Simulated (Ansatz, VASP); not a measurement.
One calculation of Al3B2Sb, two programs

```
CELL_PARAMETERS angstrom
3.69628 0.00000 0.00000
-1.84814 3.20107 0.00000
0.00000 0.00000 9.09842
ATOMIC_POSITIONS crystal
Al 0.66667 0.33333 0.31588
Al 0.33333 0.66667 0.08908
Al 0.00000 0.00000 0.56210
B 0.33333 0.66667 0.31898
B 0.66667 0.33333 0.57039
Sb 0.00000 0.00000 0.89358
```

Alike in both runs: functional PBE; k mesh 5 × 5 × 2; occupations gaussian, width 0.2 eV; no spin polarisation.

Ansatz relaxed the structure, and its values are those at the end. VASP's run is a single point on that final structure, the one shown.

```csv
,VASP,Ansatz
version,VASP 6.6.1,Ansatz 0.2.0
potentials or method,"VASP PAW PBE potentials, release 64 (Al, B, Sb), cutoff 500 eV","scalar-relativistic, plane waves, PAW"
valence electrons in the cell,20,30
```

```csv
,VASP,Ansatz,Ansatz less VASP
gap on the k mesh at the Fermi level (eV),none,none,-
pressure (GPa),0.5,0.5,-0.02
rms of the force components (eV/Å),0.035,0.029,-0.0059
```

A gap of «none» marks a metal or a gap that the smearing closes. VASP's potentials hold 20 valence electrons a cell and Ansatz's 30, so a difference there can come from the potentials and not from the codes.

The k mesh is coarse, so the values compare programs but aren't converged. Spin-orbit coupling is off throughout.
